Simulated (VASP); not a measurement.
# TiO2 in VASP: single point with PBE

Aim: the single point of TiO2 with PBE.

All numbers are computed with VASP 6.6.1; they aren't measurements. Logs are shortened: lines on timing, memory, paths and dates and some standing lists are left out, and cuts for length are marked.

## 1. The cell of the first run

The cell holds a slab with vacuum, 18 atoms: a = 3.799 Å, b = 5.543 Å, c = 26.420 Å, α = 90.00°, β = 90.00°, γ = 110.04°.

## 2. Single point, PBE

Input file INCAR:

```
SYSTEM = TiO2
  ALGO = Normal
  DIPOL = 0.5 0.5 0.501
  EDIFF = 1E-6
  ENCUT = 520
  GGA = PE
  IDIPOL = 3
  ISIF = 2
  ISMEAR = 0
  ISYM = 0
  LASPH = .TRUE.
  LCHARG = .FALSE.
  LDIPOL = .TRUE.
  LREAL = Auto
  LWAVE = .FALSE.
  NBANDS = 87
  NELM = 100
  PREC = Accurate
  SIGMA = 0.05
```

Input file KPOINTS:

```
k-points
0
G
  8 5 1
  0 0 0
```

Input file POSCAR:

```
TiO2
1.0
    3.7992165375      0.0000000000      0.0000000000
   -1.8996082687      5.2073535841      0.0000000000
    0.0000000000      0.0000000000     26.4200770633
O Ti
12 6
Direct
    0.3120898478      0.6241796955      0.3217250268
    0.5953584056      0.1907168113      0.3551977411
    0.9540586156      0.9081172312      0.3770205439
    0.2373271735      0.4746543470      0.4104932583
    0.4451640794      0.8903281588      0.4556158842
    0.7284326373      0.4568652746      0.4890885986
    0.0868205644      0.1736409240      0.5101492435
    0.3744158111      0.7488298053      0.5452996314
    0.5895979214      0.1791957367      0.5880620309
    0.8701901227      0.7403773152      0.6249550239
    0.2303466232      0.4606899155      0.6536715525
    0.5231669248      0.0463294306      0.6778583775
    0.1330742316      0.2661484633      0.3493727853
    0.4163427896      0.8326855791      0.3828454997
    0.2661484633      0.5322969266      0.4832636428
    0.5441964433      0.0883915501      0.5151475800
    0.4077610780      0.8155182042      0.6238678941
    0.6784204932      0.3568386070      0.6456749801
```

Potentials or basis: VASP PAW PBE potentials, release 64 (O, Ti_sv).

Started as:

```
$ cat potpaw_PBE.64/O/POTCAR potpaw_PBE.64/Ti_sv/POTCAR > POTCAR
$ mpirun -np 1 vasp_std > vasp.out
```

OUTCAR:

```text
SYSTEM = TiO2
   EDIFF = 1E-6
   ENCUT = 520
   GGA = PE
   ISIF = 2
   ISMEAR = 0
   ISYM = 0
   LASPH = .TRUE.
   LREAL = Auto
   NELM = 100
   PREC = Accurate

 ion  position               nearest neighbor table
   1  0.312  0.624  0.322-  14 1.95  13 2.00
   2  0.595  0.191  0.355-  13 1.95  13 1.95  14 2.00
   3  0.954  0.908  0.377-  14 1.95  14 1.95  13 2.00
   4  0.237  0.475  0.410-  15 1.95  13 1.95  14 2.00
   5  0.445  0.890  0.456-  16 1.88  14 1.95  15 2.00
   6  0.728  0.457  0.489-  15 1.95  15 1.95  16 2.04
   7  0.087  0.174  0.510-  16 1.96  16 1.96  15 2.00
   8  0.374  0.749  0.545-  16 1.94  15 1.99  17 2.10
   9  0.590  0.179  0.588-  18 1.78  16 1.98  17 2.12
  10  0.870  0.740  0.625-  17 1.94  17 1.94  18 2.07
  11  0.230  0.461  0.654-  18 1.99  18 1.99  17 2.01
  12  0.523  0.046  0.678-  18 1.83  17 1.87
  13  0.133  0.266  0.349-   2 1.95   2 1.95   4 1.95   1 2.00   3 2.00
  14  0.416  0.833  0.383-   5 1.95   1 1.95   3 1.95   3 1.95   4 2.00   2 2.00
  15  0.266  0.532  0.483-   4 1.95   6 1.95   6 1.95   8 1.99   7 2.00   5 2.00
  16  0.544  0.088  0.515-   5 1.88   8 1.94   7 1.96   7 1.96   9 1.98   6 2.04
  17  0.408  0.816  0.624-  12 1.87  10 1.94  10 1.94  11 2.01   8 2.10   9 2.12  18 2.88
  18  0.678  0.357  0.646-   9 1.78  12 1.83  11 1.99  11 1.99  10 2.07  17 2.88

IMPORTANT INFORMATION: All symmetrisations will be switched off!
NOSYMM: (Re-)initialisation of all symmetry stuff for point group C_1.

----------------------------------------------------------------------------------------

                                     Primitive cell

  volume of cell :     522.6912

  direct lattice vectors                    reciprocal lattice vectors
     3.799216537  0.000000000  0.000000000     0.263212162  0.096018062  0.000000000
    -1.899608269  5.207353584  0.000000000     0.000000000  0.192036124  0.000000000
     0.000000000  0.000000000 26.420077063     0.000000000  0.000000000  0.037850003

  length of vectors
     3.799216537  5.543017493 26.420077063     0.280178712  0.192036124  0.037850003

  position of ions in fractional coordinates (direct lattice)
     0.312089848  0.624179695  0.321725027
     0.595358406  0.190716811  0.355197741
     0.954058616  0.908117231  0.377020544
     0.237327173  0.474654347  0.410493258
     0.445164079  0.890328159  0.455615884
     0.728432637  0.456865275  0.489088599
[... 10 lines left out ...]
     0.407761078  0.815518204  0.623867894
     0.678420493  0.356838607  0.645674980

  ion indices of the primitive-cell ions
   primitive index   ion index
                 1           1
                 2           2
                 3           3
                 4           4
                 5           5
                 6           6
[... 10 lines left out ...]
                17          17
                18          18

----------------------------------------------------------------------------------------

 KPOINTS: k-points

Automatic generation of k-mesh.
 Grid dimensions read from file:
 generate k-points for:    8    5    1

 Generating k-lattice:

  Cartesian coordinates                     Fractional coordinates (reciprocal lattice)
     0.032901520  0.012002258  0.000000000     0.125000000  0.000000000  0.000000000
     0.000000000  0.038407225  0.000000000     0.000000000  0.200000000  0.000000000
     0.000000000  0.000000000  0.037850003     0.000000000  0.000000000  1.000000000

  Length of vectors
     0.035022339  0.038407225  0.037850003

  Shift w.r.t. Gamma in fractional coordinates (k-lattice)
     0.000000000  0.000000000  0.000000000

 -----------------------------------------------------------------------------
|                                                                             |
|           W    W    AA    RRRRR   N    N  II  N    N   GGGG   !!!           |
|           W    W   A  A   R    R  NN   N  II  NN   N  G    G  !!!           |
|           W    W  A    A  R    R  N N  N  II  N N  N  G       !!!           |
|           W WW W  AAAAAA  RRRRR   N  N N  II  N  N N  G  GGG   !            |
|           WW  WW  A    A  R   R   N   NN  II  N   NN  G    G                |
|           W    W  A    A  R    R  N    N  II  N    N   GGGG   !!!           |
|                                                                             |
|     Your reciprocal lattice and k-lattice belong to different lattice       |
|     classes:                                                                |
|                                                                             |
|        The reciprocal lattice is base centered orthorhombic,                |
|        whereas your k-lattice is simple monoclinic.                         |
|                                                                             |
|     Results are often still useful ...                                      |
|                                                                             |
 -----------------------------------------------------------------------------

 WARNING: IBZKPT: internal override: KBLOWUP is changed to .FALSE.
      ... skipping the blow-up phase ...

 Subroutine IBZKPT returns following result:
 ===========================================

 Found     21 irreducible k-points:

 Following reciprocal coordinates:
            Coordinates               Weight
  0.000000  0.000000  0.000000      1.000000
  0.125000 -0.000000  0.000000      2.000000
  0.250000 -0.000000  0.000000      2.000000
  0.375000 -0.000000  0.000000      2.000000
  0.500000 -0.000000  0.000000      1.000000
  0.000000  0.200000  0.000000      2.000000
[... 13 lines left out ...]
 -0.250000  0.400000  0.000000      2.000000
 -0.125000  0.400000  0.000000      2.000000
   k-points           NKPTS =     21   k-points in BZ     NKDIM =     21   number of bands    NBANDS=     87
   number of dos      NEDOS =    301   number of ions     NIONS =     18
   total plane-waves  NPLWV = 230496
   dimension x,y,z NGX =    28 NGY =   42 NGZ =  196
   dimension x,y,z NGXF=    56 NGYF=   84 NGZF=  392
   ions per type =              12   6
   NGX,Y,Z   is equivalent  to a cutoff of  12.25, 12.60, 12.33 a.u.
   NGXF,Y,Z  is equivalent  to a cutoff of  24.50, 25.19, 24.67 a.u.
 SYSTEM =  TiO2
   PREC   = accura    normal or accurate (medium, high low for compatibility)
   ISTART =      0    job   : 0-new  1-cont  2-samecut
   ICHARG =      2    charge: 1-file 2-atom 10-const
   ISPIN  =      1    spin polarized calculation?
   LNONCOLLINEAR =      F non collinear calculations
   LSORBIT =      F    spin-orbit coupling
   LASPH  =      T    aspherical Exc in radial PAW
   ENCUT  =  520.0 eV  38.22 Ry    6.18 a.u.   7.06 10.31 49.12*2*pi/ulx,y,z
   NELM   =    100;   NELMIN=  2; NELMDL= -5     # of ELM steps
   EDIFF  = 0.1E-05   stopping-criterion for ELM
   LREAL  =      T    real-space projection
   EDIFFG = 0.1E-04   stopping-criterion for IOM
   NSW    =      0    number of steps for IOM
   IBRION =     -1    ionic relax: 0-MD 1-quasi-New 2-CG
   NFREE  =      0    steps in history (QN), initial steepest desc. (CG)
   ISIF   =      2    stress and relaxation
   ISYM   =      0    0-nonsym 1-usesym 2-fastsym
   POTIM  = 0.5000    time-step for ionic-motion
   TEBEG  =    0.0;   TEEND  =   0.0 temperature during run
   PSTRESS=    0.0 pullay stress
   NELECT =     144.0000    total number of electrons
   NUPDOWN=      -1.0000    fix difference up-down
   EMIN   =  10.00;   EMAX   =-10.00  energy-range for DOS
   EFERMI =   0.00;   METHOD = LEGACY
   ISMEAR =     0;   SIGMA  =   0.05  broadening in eV -4-tet -1-fermi 0-gaus
   EFERMI_NEDOS =   21; number of points for ismear=-14 and -15
   IALGO  =     38    algorithm
   IMIX   =      4    mixing-type and parameters
     AMIX     =   0.40;   BMIX     =  1.00
     AMIX_MAG =   1.60;   BMIX_MAG =  1.00
  volume/ion in A,a.u.               =      29.04       195.96
  Fermi-wavevector in a.u.,A,eV,Ry     =   1.065240  2.013011 15.439010  1.134735
  Thomas-Fermi vector in A             =   2.200785
   LORBIT       =      0    0 simple, 1 ext, 2 COOP (PROOUT), +10 PAW based schemes
   GGA     = PE    functional components
   LHFCALC =     F    Hartree Fock is set to
   AEXX    =    0.0000 exact exchange contribution
   IVDW    =     0    specifies the selected vdW correction
   LEPSILON=     F    determine dielectric tensor
   LRPA    =     F    only Hartree local field effects (RPA)
 non-spin polarized calculation
 Gauss-broadening in eV      SIGMA  =   0.05
  energy-cutoff  :      520.00
  volume of cell :      522.69
 maximum number of plane-waves:     14128
   NGX = 15   NGY = 21   NGZ = 99

 number of electron     144.0000001 magnetization

 dipolmoment           0.000000      0.000000      0.063379 electrons x Angstroem

 Free energy of the ion-electron system (eV)
  ---------------------------------------------------
  ext. energy  EPLUGINS =         0.00000000
  ---------------------------------------------------
  free energy    TOTEN  =      -159.55065304 eV

  energy without entropy =     -159.55065304  energy(sigma->0) =     -159.55065304

 E-fermi :  -2.5224     XC(G=0):  -4.7316

 val. band max:       -2.8548558495   @ k =   0.5000  -0.0000   0.0000
 cond. band min:      -0.8855125045   @ k =   0.0000   0.0000   0.0000
 fundamental gap:      1.9693433450
 Fermi energy:        -2.5224271569

 k-point     1 :       0.0000    0.0000    0.0000
  band No.  band energies     occupation
      1     -59.7620      2.00000
      2     -59.4003      2.00000
      3     -59.2864      2.00000
      4     -59.2526      2.00000
      5     -59.2137      2.00000
      6     -59.0997      2.00000
[... 1816 lines left out ...]
     83       0.6918      0.00000
     84       0.7720      0.00000
 [bands above 84 left out]

------------------------ aborting loop because EDIFF is reached ----------------------------------------

 vacuum level on the upper side and lower side of the slab       (xc-potential included)         0.109        -0.456

  FORCE on cell =-STRESS in cart. coord.  units (eV):
  Direction    XX          YY          ZZ          XY          YZ          ZX
  --------------------------------------------------------------------------------------
  -------------------------------------------------------------------------------------
  Total       -3.1814131     -7.1396551     -0.1807028      0.0178334     -1.4339911     -0.0040985
  in kB       -9.7518149    -21.8848018     -0.5538987      0.0546639     -4.3955362     -0.0125629
  external PRESSURE =     -10.7301718 kB  Pullay stress =       0.0000000 kB

 VOLUME and BASIS-vectors are now :
 -----------------------------------------------------------------------------
  energy-cutoff  :      520.00
  volume of cell :      522.69
      direct lattice vectors                 reciprocal lattice vectors
     3.799216537  0.000000000  0.000000000     0.263212162  0.096018062  0.000000000
    -1.899608269  5.207353584  0.000000000     0.000000000  0.192036124  0.000000000
     0.000000000  0.000000000 26.420077063     0.000000000  0.000000000  0.037850003

 POSITION                                       TOTAL-FORCE (eV/Angst)
 -----------------------------------------------------------------------------------
      0.00000      3.25032      8.50000         0.000092     -1.798946      1.044990
      1.89961      0.99313      9.38435         0.001789      0.326549     -1.124935
      1.89961      4.72889      9.96091        -0.001806      0.366882     -0.124701
      0.00000      2.47169     10.84526         0.002086     -1.022880     -0.461378
      0.00000      4.63625     12.03741         0.000338     -0.134737     -0.220394
      1.89961      2.37906     12.92176         0.004388      0.180713     -0.135090
[... 10 lines left out ...]
      0.00001      4.24669     16.48264        -0.000178     -0.042028     -0.064067
      1.89961      1.85818     17.05878        -0.000337      0.102847      0.055382
 -----------------------------------------------------------------------------------
    total drift:                               -0.010577      0.013769     -0.016241

  FREE ENERGIE OF THE ION-ELECTRON SYSTEM (eV)
  ---------------------------------------------------
  free  energy   TOTEN  =      -159.5506530430 eV

  energy  without entropy=     -159.5506530430  energy(sigma->0) =     -159.55065304

 vacuum level on the upper side and lower side of the slab         4.287         3.710
```

Wall time 24 min (1 thread of Intel Xeon 6975P-C (Granite Rapids), shared host); peak memory 0.86 GiB.

Results:

```
Free energy            : -159.5507 eV
Largest force          : 4.132 eV/Å
Band gap on the k mesh : 1.97 eV (least direct gap 2.27 eV)
```

Forces on the atoms (eV/Å):
```
O    0.000 -1.799  1.045
O    0.002  0.327 -1.125
O   -0.002  0.367 -0.125
O    0.002 -1.023 -0.461
O    0.000 -0.135 -0.220
O    0.004  0.181 -0.135
O    0.004 -0.018  0.006
O    0.000 -0.022  0.043
O    0.001 -0.020 -0.081
O   -0.001  0.009  0.000
O    0.003 -0.017  0.026
O   -0.002 -0.019  0.121
Ti  -0.008  3.752  1.731
Ti   0.005 -1.571 -1.851
Ti   0.001 -0.085  1.003
Ti  -0.010  0.013  0.030
Ti   0.000 -0.042 -0.064
Ti   0.000  0.103  0.055
```

Levels at points of the mesh, in eV from the valence-band top:
| k point | band 69 | band 70 | band 71 | band 72 | band 73 | band 74 | band 75 | band 76 |
| --- | --- | --- | --- | --- | --- | --- | --- | --- |
| (0.00, 0.00, 0.00) | -0.55 | -0.50 | -0.32 | -0.30 | 1.97 | 2.59 | 2.72 | 2.78 |
| (0.50, 0.00, 0.00) | -0.42 | -0.34 | -0.16 | 0.00 | 2.62 | 2.94 | 3.05 | 3.12 |
